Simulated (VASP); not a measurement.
Write the native input for VASP 6.6.1 that does the following.

* Task: single point
* Functional: PBEsol
* Potentials or basis: VASP PAW PBE potentials, release 64 (Cd, F)
* Cutoff: 520 eV
* k mesh: 9 × 9 × 9
* Occupations: fermi-dirac, width 0.05 eV
* Spin: no spin polarisation
* Dipole correction: no
* Further INCAR settings: ALGO = Normal; EDIFF = 1e-07; NBANDS = 20

The structure of CdF2 lies in POSCAR:

```
CdF2
1.0
    0.0000000000      2.6390049769      2.6390049769
    2.6390049769      0.0000000000      2.6390049769
    2.6390049769      2.6390049769      0.0000000000
Cd F
1 2
Direct
    0.0000000000      0.0000000000      0.0000000000
    0.7500000000      0.7500000000      0.7500000000
    0.2500000000      0.2500000000      0.2500000000
```

The input as run:

INCAR

```
SYSTEM = CdF2
  PREC = Accurate
  ENCUT = 520
  EDIFF = 1E-7
  ISMEAR = -1
  SIGMA = 0.05
  LREAL = .FALSE.
  LASPH = .TRUE.
  NELM = 60
  ALGO = Normal
  ISIF = 2
  LWAVE = .FALSE.
  LCHARG = .FALSE.
  GGA = PS
  NBANDS = 20
```

KPOINTS

```
regular mesh
0
G
  9 9 9
  0 0 0
```

Potentials or basis: VASP PAW PBE potentials, release 64 (Cd, F).

Launch:

```console
$ cat potpaw_PBE.64/Cd/POTCAR potpaw_PBE.64/F/POTCAR > POTCAR
$ mpirun -np 1 vasp_std > vasp.out
```

It gave:

```json
{
  "Pressure": "8.6 GPa",
  "Band gap on the k mesh": "3.14 eV (least direct gap 3.52 eV)"
}
```

Caveat: the cell stands under pressure; the PAW data sets were made with another functional, which shifts forces and pressure a little; an odd mesh through Γ misses points on the zone boundary, where band edges can lie.

Run time: 60 s on 1 thread of Intel Xeon 8259CL, on a shared host, peak memory 0.17 GiB.
